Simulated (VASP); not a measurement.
A run of VASP 6.6.1:

Contents of POSCAR:

```
NiGe
1.0
    2.9370030946      0.0000000000      0.0000000000
    0.0000000000      2.9370030946      0.0000000000
    0.0000000000      0.0000000000      2.9326761310
Ni Ge
1 1
Direct
    0.0000000000      0.0000000000      0.0000000000
    0.5000000000      0.5000000000      0.5000000000
```

File INCAR.step1:

```
PREC = Accurate ; ENCUT = 520
ISMEAR = 0 ; SIGMA = 0.1
LREAL = False ; LASPH = True
NELM = 100 ; NBANDS = 19
GGA = PE ; ALGO = Normal
EDIFF = 1E-4 ; LWAVE = True
LCHARG = False
```

INCAR.step2

```
PREC = Accurate ; ENCUT = 520
EDIFF = 1E-6 ; ISMEAR = 0
SIGMA = 0.1 ; LREAL = False
LASPH = True ; NELM = 100
ALGO = Normal ; ISIF = 2
LWAVE = False ; LCHARG = False
METAGGA = R2SCAN ; LMIXTAU = True
NBANDS = 19 ; ISTART = 1
```

KPOINTS

```
regular mesh
0
Gamma
  16 16 12
```

Potentials or basis: VASP PAW PBE potentials, release 64 (Ni, Ge_d).

Launch:

```bash
$ cat potpaw_PBE.64/Ni/POTCAR potpaw_PBE.64/Ge_d/POTCAR > POTCAR
$ cp INCAR.step1 INCAR
$ mpirun -np 1 vasp_std > vasp.out
$ cp INCAR.step2 INCAR
$ mpirun -np 1 vasp_std > vasp.out
```

Hardware: 1 thread of Intel(R) Xeon(R) 6975P-C (Granite Rapids), with other jobs on the host.

Question: Estimate the wall time of this run.

Answer: Run time: 2.1 min on 1 thread of Intel(R) Xeon(R) 6975P-C (Granite Rapids), on a shared host, peak memory 0.27 GiB. Counts: k points 315.
